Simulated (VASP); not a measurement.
# HfSi2N2 (Fmmm) in VASP: further runs

Runs on HfSi2N2. Level: PBE. Tasks: single point, relaxation of cell and atoms.

Everything below comes from runs of VASP 6.6.1. Logs are shortened: lines on timing, memory, paths and dates and some standing lists are left out, and cuts for length are marked.

## (1) The cell of the first run

The structure is orthorhombic, space group Fmmm (No. 69). Conventional cell: a = 4.900 Å, b = 4.954 Å, c = 10.921 Å, α = 90.00°, β = 90.00°, γ = 90.00°. Within 4.0 Å of Hf (site symmetry mmm) lie 10 N at 2.88 to 3.94 Å and 8 Si at 3.24 Å and 4 Hf at 3.48 Å. Si (site symmetry 222) has 4 N at 2.12 Å and 4 Si at 2.45 to 2.48 Å within 2.8 Å. N (site symmetry mm2) has 4 Si at 2.12 Å and 4 Hf at 2.88 to 2.90 Å and 1 N at 3.03 Å within 3.1 Å.

The cell was generated, and may not be a known phase.

## (2) Single point, PBE

INCAR reads:

```
SYSTEM = HfSi2N2
PREC = Accurate
ENCUT = 520
EDIFF = 1E-6
ISMEAR = 0
SIGMA = 0.1
LREAL = .FALSE.
LASPH = .TRUE.
NELM = 60
ALGO = Normal
ISIF = 2
LWAVE = .FALSE.
LCHARG = .FALSE.
GGA = PE
NBANDS = 22
```

KPOINTS reads:

```
regular mesh
0
G
  6 6 6
  0 0 0
```

POSCAR reads:

```
HfSi2N2
1.0
    0.0000000000      2.4772027900      5.4606107000
    2.4502027900      0.0000000000      5.4606107000
    2.4502027900      2.4772027900      0.0000000000
Hf Si N
1 2 2
Direct
    0.0000000000      0.0000000000      0.0000000000
    0.7500000000      0.7500000000      0.7500000000
    0.2500000000      0.2500000000      0.2500000000
    0.3612000000      0.3612000000      0.6388000000
    0.6388000000      0.6388000000      0.3612000000
```

Potentials or basis: VASP PAW PBE potentials, release 64 (Hf_pv, Si, N).

Started as:

```sh
> cat potpaw_PBE.64/Hf_pv/POTCAR potpaw_PBE.64/Si/POTCAR potpaw_PBE.64/N/POTCAR > POTCAR
> mpirun -np 1 vasp_std > vasp.out
```

OUTCAR:

```text
SYSTEM = HfSi2N2
   PREC = Accurate
   ENCUT = 520
   EDIFF = 1E-6
   ISMEAR = 0
   LREAL = .FALSE.
   LASPH = .TRUE.
   NELM = 60
   ISIF = 2
   GGA = PE

 ion  position               nearest neighbor table
   1  0.000  0.000  0.000-   2 3.24   2 3.24   2 3.24   3 3.24   3 3.24   3 3.24   2 3.24   3 3.24

   2  0.750  0.750  0.750-   4 2.12   4 2.12   5 2.12   5 2.12   3 2.45   3 2.45   3 2.48   3 2.48
                             1 3.24   1 3.24   1 3.24   1 3.24
   3  0.250  0.250  0.250-   4 2.12   4 2.12   5 2.12   5 2.12   2 2.45   2 2.45   2 2.48   2 2.48
                             1 3.24   1 3.24   1 3.24   1 3.24
   4  0.361  0.361  0.639-   3 2.12   3 2.12   2 2.12   2 2.12
   5  0.639  0.639  0.361-   3 2.12   3 2.12   2 2.12   2 2.12

  LATTYP: Found a face centered orthorhombic cell.
 ALAT       =     4.9004055800
 B/A-ratio  =     1.0110194961
 C/A-ratio  =     2.2286362265

  Lattice vectors:

 A1 = (   0.0000000000,   2.4772027900,   5.4606107000)
 A2 = (   2.4502027900,   0.0000000000,   5.4606107000)
 A3 = (   2.4502027900,   2.4772027900,   0.0000000000)

Analysis of symmetry for initial positions (statically):
=====================================================================
 Subroutine PRICEL returns:
 Original cell was already a primitive cell.

 Routine SETGRP: Setting up the symmetry group for a
 face centered orthorhombic supercell.

 Subroutine GETGRP returns: Found  8 space group operations
 (whereof  8 operations were pure point group operations)
 out of a pool of  8 trial point group operations.

The static configuration has the point symmetry D_2h.

Analysis of symmetry for dynamics (positions and initial velocities):
=====================================================================
 Subroutine PRICEL returns:
 Original cell was already a primitive cell.

 Routine SETGRP: Setting up the symmetry group for a
 face centered orthorhombic supercell.

 Subroutine GETGRP returns: Found  8 space group operations
 (whereof  8 operations were pure point group operations)
 out of a pool of  8 trial point group operations.

The dynamic configuration has the point symmetry D_2h.

 Subroutine INISYM returns: Found  8 space group operations
 (whereof  8 operations are pure point group operations),
 and found     1 'primitive' translations

----------------------------------------------------------------------------------------

                                     Primitive cell

  volume of cell :      66.2880

  direct lattice vectors                    reciprocal lattice vectors
     0.000000000  2.477202790  5.460610700    -0.204064742  0.201840561  0.091564850
     2.450202790  0.000000000  5.460610700     0.204064742 -0.201840561  0.091564850
     2.450202790  2.477202790  0.000000000     0.204064742  0.201840561 -0.091564850

  length of vectors
     5.996232390  5.985128481  3.484254206     0.301274215  0.301274215  0.301274215

  position of ions in fractional coordinates (direct lattice)
     0.000000000  0.000000000  0.000000000
     0.750000000  0.750000000  0.750000000
     0.250000000  0.250000000  0.250000000
     0.361200000  0.361200000  0.638800000
     0.638800000  0.638800000  0.361200000

  ion indices of the primitive-cell ions
   primitive index   ion index
                 1           1
                 2           2
                 3           3
                 4           4
                 5           5

----------------------------------------------------------------------------------------

 KPOINTS: regular mesh

Automatic generation of k-mesh.
 Grid dimensions read from file:
 generate k-points for:    6    6    6

 Generating k-lattice:

  Cartesian coordinates                     Fractional coordinates (reciprocal lattice)
    -0.034010790  0.033640093  0.015260808     0.166666667  0.000000000  0.000000000
     0.034010790 -0.033640093  0.015260808     0.000000000  0.166666667 -0.000000000
     0.034010790  0.033640093 -0.015260808     0.000000000 -0.000000000  0.166666667

  Length of vectors
     0.050212369  0.050212369  0.050212369

  Shift w.r.t. Gamma in fractional coordinates (k-lattice)
     0.000000000  0.000000000  0.000000000

 Subroutine IBZKPT returns following result:
 ===========================================

 Found     46 irreducible k-points:

 Following reciprocal coordinates:
            Coordinates               Weight
  0.000000  0.000000  0.000000      1.000000
  0.166667 -0.000000 -0.000000      8.000000
  0.333333  0.000000 -0.000000      8.000000
  0.500000 -0.000000 -0.000000      4.000000
  0.166667  0.166667  0.000000      2.000000
  0.333333  0.166667  0.000000      8.000000
[... 16 lines left out ...]
 -0.166667  0.166667  0.166667      8.000000
  0.500000  0.333333  0.166667      4.000000
 [... further k-points ...]
   k-points           NKPTS =     46   k-points in BZ     NKDIM =     46   number of bands    NBANDS=     22
   number of dos      NEDOS =    301   number of ions     NIONS =      5
   total plane-waves  NPLWV =  64512
   dimension x,y,z NGX =    48 NGY =   48 NGZ =   28
   dimension x,y,z NGXF=    96 NGYF=   96 NGZF=   56
   ions per type =               1   2   2
   NGX,Y,Z   is equivalent  to a cutoff of  13.31, 13.33, 13.36 a.u.
   NGXF,Y,Z  is equivalent  to a cutoff of  26.62, 26.67, 26.72 a.u.
 SYSTEM =  HfSi2N2
   PREC   = accura    normal or accurate (medium, high low for compatibility)
   ISTART =      0    job   : 0-new  1-cont  2-samecut
   ICHARG =      2    charge: 1-file 2-atom 10-const
   ISPIN  =      1    spin polarized calculation?
   LNONCOLLINEAR =      F non collinear calculations
   LSORBIT =      F    spin-orbit coupling
   LASPH  =      T    aspherical Exc in radial PAW
   ENCUT  =  520.0 eV  38.22 Ry    6.18 a.u.  11.15 11.13  6.48*2*pi/ulx,y,z
   NELM   =     60;   NELMIN=  2; NELMDL= -5     # of ELM steps
   EDIFF  = 0.1E-05   stopping-criterion for ELM
   LREAL  =      F    real-space projection
   EDIFFG = 0.1E-04   stopping-criterion for IOM
   NSW    =      0    number of steps for IOM
   IBRION =     -1    ionic relax: 0-MD 1-quasi-New 2-CG
   NFREE  =      0    steps in history (QN), initial steepest desc. (CG)
   ISIF   =      2    stress and relaxation
   ISYM   =      2    0-nonsym 1-usesym 2-fastsym
   POTIM  = 0.5000    time-step for ionic-motion
   TEBEG  =    0.0;   TEEND  =   0.0 temperature during run
   PSTRESS=    0.0 pullay stress
   NELECT =      28.0000    total number of electrons
   NUPDOWN=      -1.0000    fix difference up-down
   EMIN   =  10.00;   EMAX   =-10.00  energy-range for DOS
   EFERMI =   0.00;   METHOD = LEGACY
   ISMEAR =     0;   SIGMA  =   0.10  broadening in eV -4-tet -1-fermi 0-gaus
   EFERMI_NEDOS =   21; number of points for ismear=-14 and -15
   IALGO  =     38    algorithm
   IMIX   =      4    mixing-type and parameters
     AMIX     =   0.40;   BMIX     =  1.00
     AMIX_MAG =   1.60;   BMIX_MAG =  1.00
  volume/ion in A,a.u.               =      13.26        89.47
  Fermi-wavevector in a.u.,A,eV,Ry     =   1.228332  2.321212 20.528477  1.508800
  Thomas-Fermi vector in A             =   2.363262
   LORBIT       =      0    0 simple, 1 ext, 2 COOP (PROOUT), +10 PAW based schemes
   GGA     = PE    functional components
   LHFCALC =     F    Hartree Fock is set to
   AEXX    =    0.0000 exact exchange contribution
   IVDW    =     0    specifies the selected vdW correction
   LEPSILON=     F    determine dielectric tensor
   LRPA    =     F    only Hartree local field effects (RPA)
 non-spin polarized calculation
 Gauss-broadening in eV      SIGMA  =   0.10
  energy-cutoff  :      520.00
  volume of cell :       66.29
 maximum number of plane-waves:      1812
 NGX is ok and might be reduce to    48
   NGX = 23   NGY = 23   NGZ = 13

 number of electron      27.9999999 magnetization

 Free energy of the ion-electron system (eV)
  ---------------------------------------------------
  ext. energy  EPLUGINS =         0.00000000
  ---------------------------------------------------
  free energy    TOTEN  =       -32.37199139 eV

  energy without entropy =      -32.36256701  energy(sigma->0) =      -32.36727920

 E-fermi :   8.0733     XC(G=0): -11.3625

 val. band max:        8.0284157297   @ k =  -0.1667   0.1667   0.3333
 cond. band min:       8.0854313627   @ k =   0.5000  -0.1667   0.3333
 fundamental gap:      0.0570156330
 Fermi energy:         8.0732828962

 k-point     1 :       0.0000    0.0000    0.0000
  band No.  band energies     occupation
      1     -23.8905      2.00000
      2     -23.8536      2.00000
      3     -23.8409      2.00000
      4     -10.0904      2.00000
      5      -7.6498      2.00000
      6      -1.1057      2.00000
[... 14 lines left out ...]
     21      11.1458      0.00000
     22      11.8547      0.00000

 k-point     2 :       0.1667   -0.0000   -0.0000
  band No.  band energies     occupation
      1     -23.8879      2.00000
      2     -23.8859      2.00000
      3     -23.8431      2.00000
      4      -9.8485      2.00000
      5      -7.6843      2.00000
      6      -1.0213      2.00000
[... 14 lines left out ...]
     21      10.9593      0.00000
     22      11.4172      0.00000

 k-point     3 :       0.3333    0.0000   -0.0000
  band No.  band energies     occupation
      1     -23.9659      2.00000
      2     -23.8768      2.00000
      3     -23.8371      2.00000
      4      -9.2045      2.00000
      5      -7.8782      2.00000
      6      -1.3270      2.00000
[... 14 lines left out ...]
     21      10.9911      0.00000
     22      11.8880      0.00000

 k-point     4 :       0.5000   -0.0000   -0.0000
  band No.  band energies     occupation
      1     -24.0046      2.00000
      2     -23.8722      2.00000
      3     -23.8339      2.00000
      4      -8.4526      2.00000
      5      -8.3885      2.00000
      6      -1.8653      2.00000
[... 14 lines left out ...]
     21      12.3537      0.00000
     22      12.4119      0.00000

 k-point     5 :       0.1667    0.1667    0.0000
  band No.  band energies     occupation
      1     -23.8910      2.00000
      2     -23.8536      2.00000
      3     -23.8409      2.00000
      4     -10.0440      2.00000
      5      -7.7374      2.00000
      6      -0.9005      2.00000
[... 14 lines left out ...]
     21      11.0348      0.00000
     22      12.1580      0.00000

 k-point     6 :       0.3333    0.1667    0.0000
  band No.  band energies     occupation
      1     -23.8879      2.00000
      2     -23.8866      2.00000
      3     -23.8431      2.00000
      4      -9.7742      2.00000
      5      -7.8076      2.00000
      6      -0.7461      2.00000
[... 14 lines left out ...]
     21      11.3671      0.00000
     22      12.0571      0.00000

 k-point     7 :       0.5000    0.1667   -0.0000
  band No.  band energies     occupation
      1     -23.9659      2.00000
      2     -23.8773      2.00000
      3     -23.8372      2.00000
      4      -9.1431      2.00000
      5      -7.9493      2.00000
      6      -1.5877      2.00000
[... 324 lines left out ...]
      6      -0.9484      2.00000
[... 14 lines left out ...]
     21      11.4924      0.00000
     22      11.6352      0.00000

 k-point    21 :       0.5000    0.1667    0.1667
  band No.  band energies     occupation
      1     -23.9612      2.00000
      2     -23.8756      2.00000
      3     -23.8727      2.00000
      4      -8.9938      2.00000
      5      -7.8369      2.00000
      6      -1.2957      2.00000
[... 14 lines left out ...]
     21      11.6105      0.00000
     22      12.6814      0.00000

 k-point    22 :      -0.3333    0.1667    0.1667
  band No.  band energies     occupation
      1     -23.9998      2.00000
      2     -23.8720      2.00000
      3     -23.8680      2.00000
      4      -8.3240      2.00000
      5      -8.2409      2.00000
      6      -1.8027      2.00000
[... 14 lines left out ...]
     21      11.8357      0.00000
     22      12.7633      0.00000

 k-point    23 :      -0.1667    0.1667    0.1667
  band No.  band energies     occupation
      1     -23.9618      2.00000
      2     -23.8754      2.00000
      3     -23.8723      2.00000
      4      -9.0299      2.00000
      5      -7.7837      2.00000
      6      -1.3996      2.00000
[... 14 lines left out ...]
     21      11.8729      0.00000
     22      12.4816      0.00000

 k-point    24 :       0.5000    0.3333    0.1667
  band No.  band energies     occupation
      1     -23.8878      2.00000
      2     -23.8824      2.00000
      3     -23.8787      2.00000
      4      -9.5225      2.00000
      5      -7.8402      2.00000
      6      -0.6425      2.00000
[... 14 lines left out ...]
     21      11.6395      0.00000
     22      11.7895      0.00000

 [... further k-points ...]

------------------------ aborting loop because EDIFF is reached ----------------------------------------

  FORCE on cell =-STRESS in cart. coord.  units (eV):
  Direction    XX          YY          ZZ          XY          YZ          ZX
  --------------------------------------------------------------------------------------
  -------------------------------------------------------------------------------------
  Total       -1.2911394     -0.2979050     -6.6479103      0.0000000      0.0000000      0.0000000
  in kB      -31.2067777     -7.2003500   -160.6796691      0.0000000      0.0000000      0.0000000
  external PRESSURE =     -66.3622656 kB  Pullay stress =       0.0000000 kB

 VOLUME and BASIS-vectors are now :
 -----------------------------------------------------------------------------
  energy-cutoff  :      520.00
  volume of cell :       66.29
      direct lattice vectors                 reciprocal lattice vectors
     0.000000000  2.477202790  5.460610700    -0.204064742  0.201840561  0.091564850
     2.450202790  0.000000000  5.460610700     0.204064742 -0.201840561  0.091564850
     2.450202790  2.477202790  0.000000000     0.204064742  0.201840561 -0.091564850

 POSITION                                       TOTAL-FORCE (eV/Angst)
 -----------------------------------------------------------------------------------
      0.00000      0.00000      0.00000         0.000000     -0.000000      0.000000
      3.67530      3.71580      8.19092         0.000000     -0.000000     -0.000000
      1.22510      1.23860      2.73031        -0.000000      0.000000      0.000000
      2.45020      2.47720      3.94475         0.000000     -0.000000      0.119419
      2.45020      2.47720      6.97648         0.000000     -0.000000     -0.119419
 -----------------------------------------------------------------------------------
    total drift:                                0.000000      0.000000      0.000000

  FREE ENERGIE OF THE ION-ELECTRON SYSTEM (eV)
  ---------------------------------------------------
  free  energy   TOTEN  =       -32.3719913945 eV

  energy  without entropy=      -32.3625670147  energy(sigma->0) =      -32.36727920
```

Run time: 46 s. Hardware: 1 thread of Intel Xeon 6975P-C (Granite Rapids), shared host; peak memory 0.28 GiB.

Results:

```
Free energy            : -32.3720 eV
Pressure               : -6.6 GPa
Largest force          : 0.119 eV/Å
Band gap on the k mesh : zero (bands 14 and 15 overlap by 1.88 eV)
```

Forces on the atoms (eV/Å):
```
Hf   0.000  0.000  0.000
Si   0.000  0.000  0.000
Si   0.000  0.000  0.000
N    0.000  0.000  0.119
N    0.000  0.000 -0.119
```

Stress tensor (GPa, compression positive):
```
 -3.12   0.00   0.00
  0.00  -0.72   0.00
  0.00   0.00 -16.07
```

Caveat: the stress differs along the axes, from -16 to -1 GPa; spin-orbit coupling is left out, which moves the levels of the heavy elements.

## (3) Relaxation of cell and atoms, PBE

INCAR reads:

```
ALGO = Normal
EDIFF = 1E-7
EDIFFG = -0.04
ENCUT = 600
GGA = PE
IBRION = 2
ISIF = 3
ISMEAR = 0
LASPH = T
LCHARG = F
LREAL = F
LWAVE = F
NELM = 80
NSW = 90
PREC = Accurate
SIGMA = 0.1
```

KPOINTS reads:

```
k-points
0
Gamma
  6 6 6
```

POSCAR is that of step 2.

Potentials or basis: VASP PAW PBE potentials, release 64 (Hf_pv, Si, N).

Started as:

```sh
> cat potpaw_PBE.64/Hf_pv/POTCAR potpaw_PBE.64/Si/POTCAR potpaw_PBE.64/N/POTCAR > POTCAR
> mpirun -np 1 vasp_std > vasp.out
```

It took 20 min on 1 thread of Intel Xeon 6975P-C (Granite Rapids), shared host; peak memory 0.3 GiB.

It converged, with:

* Free energy: -35.3591 eV
* Relaxed volume: 11.83 Å³/atom
* Relaxed cell: a = 5.103 Å, b = 4.461 Å, c = 4.079 Å, α = 73.24°, β = 56.83°, γ = 49.94°
* Space group after relaxing (to 0.1 Å): Fmmm (No. 69)
* Energy gained by relaxing: 596.6 meV/atom
* Ionic steps: 20
* Pressure after relaxing: -0.1 GPa
* Largest force after relaxing: 0.017 eV/Å
* Band gap on the k mesh: zero (bands 14 and 15 overlap by 3.08 eV)

Forces in eV/Å, atoms in the order of the input:
```
Hf   0.000  0.000  0.000
Si   0.000  0.000  0.000
Si   0.000  0.000  0.000
N    0.000  0.000 -0.017
N    0.000  0.000  0.017
```

Stress tensor (GPa, compression positive):
```
 0.12  0.00  0.00
 0.00 -0.07  0.00
 0.00  0.00 -0.33
```

The path:
```
step  energy change (eV)  largest force (eV/Å)  pressure (GPa)  volume (Å³)
   1              0.0000                0.1189           -6.72        66.29
   2             -0.2842                0.2399            2.34        61.02
   3             -0.2937                0.2468            4.42        60.09
   4             -0.4103                0.2235            1.41        61.15
   5             -0.4293                0.6246           -0.87        61.92
   6             -0.6143                0.9624           -1.64        62.13
   7             -1.8241                1.6777           -4.42        61.68
   8             -1.8365                0.3707           11.88        56.49
   9             -2.5842                1.7584           -3.22        59.97
  10             -2.6064                1.5795           -2.21        59.57
  11             -2.6042                1.6528           -2.58        59.71
  12             -2.6412                0.9414           -1.31        59.19
  13             -2.6504                1.2093           -1.80        59.36
  14             -2.7742                1.0260           -0.64        58.83
  15             -2.9236                0.3148            3.26        57.65
  16             -2.9306                0.1441            4.58        57.34
  17             -2.9724                0.1587            0.11        58.87
  18             -2.9755                0.1615           -1.41        59.45
  19             -2.9822                0.0651           -0.54        59.26
  20             -2.9830                0.0171           -0.09        59.17
```

Final structure:
```
Hf Si N
1.0
     0.00000    3.37470    3.82762
     2.29052    0.00000    3.82762
     2.29052    3.37470    0.00000
Hf Si N
1 2 2
Direct
  0.00000 0.00000 0.00000
  0.75000 0.75000 0.75000
  0.25000 0.25000 0.25000
  0.32367 0.32367 0.67633
  0.67633 0.67633 0.32367
```

Levels at points of the mesh, in eV from the Fermi level:
```csv
k point,band 11,band 12,band 13,band 14,band 15,band 16,band 17,band 18
"(0.00, 0.00, 0.00)",-3.99,-2.84,-2.16,-2.05,-0.12,1.89,2.43,2.73
"(0.50, 0.00, 0.00)",-3.39,-2.79,-1.70,-0.67,1.18,1.39,1.77,3.68
"(0.50, 0.50, 0.00)",-4.84,-2.46,-2.07,-1.73,0.08,2.04,2.21,2.61
"(0.50, 0.00, 0.50)",-3.04,-2.60,0.04,0.73,1.46,1.87,2.96,3.02
"(0.00, 0.50, 0.50)",-2.55,-1.81,-1.43,0.73,1.24,1.83,2.32,2.83
```

Caveat: a cell axis changed by over 15 % at a fixed basis, so the end point is rough; spin-orbit coupling is left out, which moves the levels of the heavy elements.

The gap in the log of VASP goes by the Fermi energy; the results here count the filled bands.